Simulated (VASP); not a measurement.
# Pt (Im-3m) in VASP: further runs, part 2 of 2

VASP 6.6.1. Earlier steps stand in the parts before.

### 4 Single point, PBE

This run uses another cell than the first one, of 15.85 Å³/atom.

Input file INCAR:

```
  PREC = Accurate
  ENCUT = 520
  EDIFF = 1E-6
  ISMEAR = -1
  SIGMA = 0.06122561905347299
  LREAL = F
  LASPH = T
  NELM = 60
  ALGO = Normal
  ISIF = 2
  LWAVE = F
  LCHARG = F
  GGA = PE
  NBANDS = 11
```

Input file KPOINTS:

```
Automatic mesh
0
Gamma
  24 24 24
```

Input file POSCAR:

```
Pt
1.0
   -1.5823749201      1.5823749201      1.5823749201
    1.5823749201     -1.5823749201      1.5823749201
    1.5823749201      1.5823749201     -1.5823749201
Pt
1
Direct
    0.0000000000      0.0000000000      0.0000000000
```

Potentials or basis: VASP PAW PBE potentials, release 64 (Pt).

Run with:

```console
$ cat potpaw_PBE.64/Pt/POTCAR > POTCAR
$ mpirun -np 1 vasp_std > vasp.out
```

OUTCAR:

```text
PREC = Accurate
   ENCUT = 520
   EDIFF = 1E-6
   ISMEAR = -1
   LREAL = F
   LASPH = T
   NELM = 60
   ISIF = 2
   GGA = PE

 ion  position               nearest neighbor table
   1  0.000  0.000  0.000-

  LATTYP: Found a body centered cubic cell.
 ALAT       =     3.1647498402

  Lattice vectors:

 A1 = (  -1.5823749201,   1.5823749201,   1.5823749201)
 A2 = (   1.5823749201,  -1.5823749201,   1.5823749201)
 A3 = (   1.5823749201,   1.5823749201,  -1.5823749201)

Analysis of symmetry for initial positions (statically):
=====================================================================
 Subroutine PRICEL returns:
 Original cell was already a primitive cell.

 Routine SETGRP: Setting up the symmetry group for a
 body centered cubic supercell.

 Subroutine GETGRP returns: Found 48 space group operations
 (whereof 48 operations were pure point group operations)
 out of a pool of 48 trial point group operations.

The static configuration has the point symmetry O_h .

Analysis of symmetry for dynamics (positions and initial velocities):
=====================================================================
 Subroutine PRICEL returns:
 Original cell was already a primitive cell.

 Routine SETGRP: Setting up the symmetry group for a
 body centered cubic supercell.

 Subroutine GETGRP returns: Found 48 space group operations
 (whereof 48 operations were pure point group operations)
 out of a pool of 48 trial point group operations.

The dynamic configuration has the point symmetry O_h .

 Subroutine INISYM returns: Found 48 space group operations
 (whereof 48 operations are pure point group operations),
 and found     1 'primitive' translations

----------------------------------------------------------------------------------------

                                     Primitive cell

  volume of cell :      15.8485

  direct lattice vectors                    reciprocal lattice vectors
    -1.582374920  1.582374920  1.582374920     0.000000000  0.315980741  0.315980741
     1.582374920 -1.582374920  1.582374920     0.315980741  0.000000000  0.315980741
     1.582374920  1.582374920 -1.582374920     0.315980741  0.315980741  0.000000000

  length of vectors
     2.740753758  2.740753758  2.740753758     0.446864250  0.446864250  0.446864250

  position of ions in fractional coordinates (direct lattice)
     0.000000000  0.000000000  0.000000000

  ion indices of the primitive-cell ions
   primitive index   ion index
                 1           1

----------------------------------------------------------------------------------------

 KPOINTS: Automatic mesh

Automatic generation of k-mesh.
 Grid dimensions read from file:
 generate k-points for:   24   24   24

 Generating k-lattice:

  Cartesian coordinates                     Fractional coordinates (reciprocal lattice)
     0.000000000  0.013165864  0.013165864     0.041666667  0.000000000  0.000000000
     0.013165864  0.000000000  0.013165864     0.000000000  0.041666667  0.000000000
     0.013165864  0.013165864  0.000000000     0.000000000  0.000000000  0.041666667

  Length of vectors
     0.018619344  0.018619344  0.018619344

  Shift w.r.t. Gamma in fractional coordinates (k-lattice)
     0.000000000  0.000000000  0.000000000

 Subroutine IBZKPT returns following result:
 ===========================================

 Found    413 irreducible k-points:

 Following reciprocal coordinates:
            Coordinates               Weight
  0.000000  0.000000  0.000000      1.000000
  0.041667  0.000000  0.000000     12.000000
  0.083333  0.000000  0.000000     12.000000
  0.125000  0.000000  0.000000     12.000000
  0.166667  0.000000  0.000000     12.000000
  0.208333  0.000000  0.000000     12.000000
[... 16 lines left out ...]
  0.416667  0.041667  0.000000     48.000000
  0.458333  0.041667  0.000000     48.000000
 [... further k-points ...]
   k-points           NKPTS =    413   k-points in BZ     NKDIM =    413   number of bands    NBANDS=     11
   number of dos      NEDOS =    301   number of ions     NIONS =      1
   total plane-waves  NPLWV =   8000
   dimension x,y,z NGX =    20 NGY =   20 NGZ =   20
   dimension x,y,z NGXF=    40 NGYF=   40 NGZF=   40
   ions per type =               1
   NGX,Y,Z   is equivalent  to a cutoff of  12.13, 12.13, 12.13 a.u.
   NGXF,Y,Z  is equivalent  to a cutoff of  24.26, 24.26, 24.26 a.u.
 SYSTEM =  unknown system
   PREC   = accura    normal or accurate (medium, high low for compatibility)
   ISTART =      0    job   : 0-new  1-cont  2-samecut
   ICHARG =      2    charge: 1-file 2-atom 10-const
   ISPIN  =      1    spin polarized calculation?
   LNONCOLLINEAR =      F non collinear calculations
   LSORBIT =      F    spin-orbit coupling
   LASPH  =      T    aspherical Exc in radial PAW
   ENCUT  =  520.0 eV  38.22 Ry    6.18 a.u.   5.10  5.10  5.10*2*pi/ulx,y,z
   NELM   =     60;   NELMIN=  2; NELMDL= -5     # of ELM steps
   EDIFF  = 0.1E-05   stopping-criterion for ELM
   LREAL  =      F    real-space projection
[... 7 lines left out ...]
   TEBEG  =    0.0;   TEEND  =   0.0 temperature during run
   PSTRESS=    0.0 pullay stress
   NELECT =      10.0000    total number of electrons
   NUPDOWN=      -1.0000    fix difference up-down
   EMIN   =  10.00;   EMAX   =-10.00  energy-range for DOS
   EFERMI =   0.00;   METHOD = LEGACY
   ISMEAR =    -1;   SIGMA  =   0.06  broadening in eV -4-tet -1-fermi 0-gaus
   EFERMI_NEDOS =   21; number of points for ismear=-14 and -15
   IALGO  =     38    algorithm
   IMIX   =      4    mixing-type and parameters
     AMIX     =   0.40;   BMIX     =  1.00
     AMIX_MAG =   1.60;   BMIX_MAG =  1.00
  volume/ion in A,a.u.               =      15.85       106.95
  Fermi-wavevector in a.u.,A,eV,Ry     =   1.404145  2.653450 26.825581  1.971625
  Thomas-Fermi vector in A             =   2.526736
   LORBIT       =      0    0 simple, 1 ext, 2 COOP (PROOUT), +10 PAW based schemes
   GGA     = PE    functional components
   LHFCALC =     F    Hartree Fock is set to
   AEXX    =    0.0000 exact exchange contribution
   IVDW    =     0    specifies the selected vdW correction
   LEPSILON=     F    determine dielectric tensor
   LRPA    =     F    only Hartree local field effects (RPA)
 non-spin polarized calculation
  energy-cutoff  :      520.00
  volume of cell :       15.85
 maximum number of plane-waves:       438
   NGX = 11   NGY = 11   NGZ = 11

 number of electron      10.0000000 magnetization

 Free energy of the ion-electron system (eV)
  ---------------------------------------------------
  ext. energy  EPLUGINS =         0.00000000
  ---------------------------------------------------
  free energy    TOTEN  =        -6.00700879 eV

  energy without entropy =       -5.99296911  energy(sigma->0) =       -5.99998895

 E-fermi :  10.1565     XC(G=0): -13.1855

 val. band max:       10.1540776555   @ k =   0.2917   0.0833  -0.0000
 cond. band min:      10.1584493275   @ k =  -0.3750   0.5000   0.0833
 fundamental gap:      0.0043716720
 Fermi energy:        10.1565148235

 k-point     1 :       0.0000    0.0000    0.0000
  band No.  band energies     occupation
      1       0.6804      2.00000
      2       6.6832      2.00000
      3       6.6832      2.00000
      4       6.6832      2.00000
      5       9.1534      2.00000
      6       9.1534      2.00000
      7      27.2446      0.00000
      8      27.2446      0.00000
      9      27.2446      0.00000
     10      37.2406      0.00000
     11      37.2411      0.00000

 k-point     2 :       0.0417    0.0000    0.0000
  band No.  band energies     occupation
      1       0.7512      2.00000
      2       6.6553      2.00000
      3       6.6836      2.00000
      4       6.7395      2.00000
      5       9.1163      2.00000
      6       9.1551      2.00000
      7      27.2801      0.00000
      8      27.3050      0.00000
      9      27.3484      0.00000
     10      35.8384      0.00000
     11      36.3164      0.00000
[... 295 lines left out ...]
 k-point    24 :       0.4583    0.0417    0.0000
  band No.  band energies     occupation
      1       3.6594      2.00000
      2       5.2888      2.00000
      3       8.9481      2.00000
      4       9.2806      2.00000
      5      10.2024      0.64203
      6      11.5199      0.00000
      7      16.5098      0.00000
      8      23.4610      0.00000
      9      25.8476      0.00000
     10      34.1297      0.00000
     11      34.9292      0.00000

 [... further k-points ...]

------------------------ aborting loop because EDIFF is reached ----------------------------------------

  FORCE on cell =-STRESS in cart. coord.  units (eV):
  Direction    XX          YY          ZZ          XY          YZ          ZX
  --------------------------------------------------------------------------------------
  -------------------------------------------------------------------------------------
  Total       -0.0634068     -0.0634068     -0.0634068      0.0000000     -0.0000000      0.0000000
  in kB       -6.4100048     -6.4100048     -6.4100048      0.0000000     -0.0000000      0.0000000
  external PRESSURE =      -6.4100048 kB  Pullay stress =       0.0000000 kB

 VOLUME and BASIS-vectors are now :
 -----------------------------------------------------------------------------
  energy-cutoff  :      520.00
  volume of cell :       15.85
      direct lattice vectors                 reciprocal lattice vectors
    -1.582374920  1.582374920  1.582374920     0.000000000  0.315980741  0.315980741
     1.582374920 -1.582374920  1.582374920     0.315980741  0.000000000  0.315980741
     1.582374920  1.582374920 -1.582374920     0.315980741  0.315980741  0.000000000

 POSITION                                       TOTAL-FORCE (eV/Angst)
 -----------------------------------------------------------------------------------
      0.00000      0.00000      0.00000        -0.000000     -0.000000      0.000000
 -----------------------------------------------------------------------------------
    total drift:                                0.000000     -0.000000      0.000000

  FREE ENERGIE OF THE ION-ELECTRON SYSTEM (eV)
  ---------------------------------------------------
  free  energy   TOTEN  =        -6.0070087946 eV

  energy  without entropy=       -5.9929691134  energy(sigma->0) =       -5.99998895
```

OSZICAR:

```text
N       E                     dE             d eps       ncg     rms          rms(c)
DAV:   1     0.393945153606E+02    0.39395E+02   -0.53452E+03  9310   0.841E+02
DAV:   2    -0.576762498221E+01   -0.45162E+02   -0.43286E+02 10348   0.174E+02
DAV:   3    -0.636589965231E+01   -0.59827E+00   -0.59656E+00 10646   0.191E+01
DAV:   4    -0.636827192326E+01   -0.23723E-02   -0.23721E-02 10518   0.142E+00
DAV:   5    -0.636829144027E+01   -0.19517E-04   -0.19517E-04 10770   0.120E-01    0.108E+01
DAV:   6    -0.604120929578E+01    0.32708E+00   -0.77772E-01  9737   0.686E+00    0.574E+00
DAV:   7    -0.600992557666E+01    0.31284E-01   -0.11492E-01 10421   0.259E+00    0.238E+00
DAV:   8    -0.600719496578E+01    0.27306E-02   -0.48316E-03  9826   0.597E-01    0.511E-01
DAV:   9    -0.600700614310E+01    0.18882E-03   -0.17120E-04 10337   0.113E-01    0.389E-02
DAV:  10    -0.600700891225E+01   -0.27691E-05   -0.32730E-06 10738   0.144E-02    0.471E-03
DAV:  11    -0.600700879456E+01    0.11769E-06   -0.26062E-08  5983   0.159E-03
   1 F= -.60070088E+01 E0= -.59999890E+01  d E =-.140397E-01
```

Wall time 61 s (1 thread of Intel Xeon Platinum 8259CL at 2.50GHz (Skylake/Cascade Lake), shared host); peak memory 0.18 GiB.

Results:

* Free energy: -6.0070 eV
* Pressure: -0.6 GPa
* Band gap on the k mesh: zero (bands 5 and 6 overlap by 2.15 eV)

Caveat: spin-orbit coupling is left out, which moves the levels of the heavy elements.

### 5 Single point, PBE

This run uses another cell than the first one, of 15.85 Å³/atom.

Input file INCAR:

```
SYSTEM = Pt
PREC = Accurate ; ENCUT = 520
EDIFF = 1E-7 ; ISMEAR = -1
SIGMA = 0.06122561905347299 ; LREAL = .False.
LASPH = .True. ; NELM = 60
ALGO = Normal ; ISIF = 2
LWAVE = .False. ; LCHARG = .False.
GGA = PE ; NBANDS = 11
```

Input file KPOINTS:

```
Automatic mesh
0
Gamma
  24 24 24
  0 0 0
```

POSCAR is that of step 4.

Run with:

```console
$ cat potpaw_PBE.64/Pt/POTCAR > POTCAR
$ mpirun -np 1 vasp_std > vasp.out
```

Wall time 51 s (1 thread of Intel Xeon Platinum 8259CL at 2.50GHz (Skylake/Cascade Lake), shared host); peak memory 0.18 GiB.

Results (log left out):

```yaml
Free_energy: -6.0070 eV
Pressure: -0.6 GPa
Band_gap_on_the_k_mesh: zero (bands 5 and 6 overlap by 2.15 eV)
```

Levels at points of the mesh, in eV from the Fermi level:
| k point | band 1 | band 2 | band 3 | band 4 | band 5 | band 6 | band 7 | band 8 | band 9 | band 10 |
| --- | --- | --- | --- | --- | --- | --- | --- | --- | --- | --- |
| (0.00, 0.00, 0.00) | -9.48 | -3.47 | -3.47 | -3.47 | -1.00 | -1.00 | 17.09 | 17.09 | 17.09 | 27.08 |
| (0.50, 0.00, 0.00) | -6.54 | -4.89 | -1.18 | -0.69 | 0.27 | 1.03 | 6.26 | 13.25 | 15.82 | 23.99 |
| (0.50, 0.50, 0.50) | -6.05 | -6.05 | 0.51 | 0.51 | 0.51 | 7.65 | 7.65 | 7.65 | 12.73 | 18.96 |

Caveat: spin-orbit coupling is left out, which moves the levels of the heavy elements.
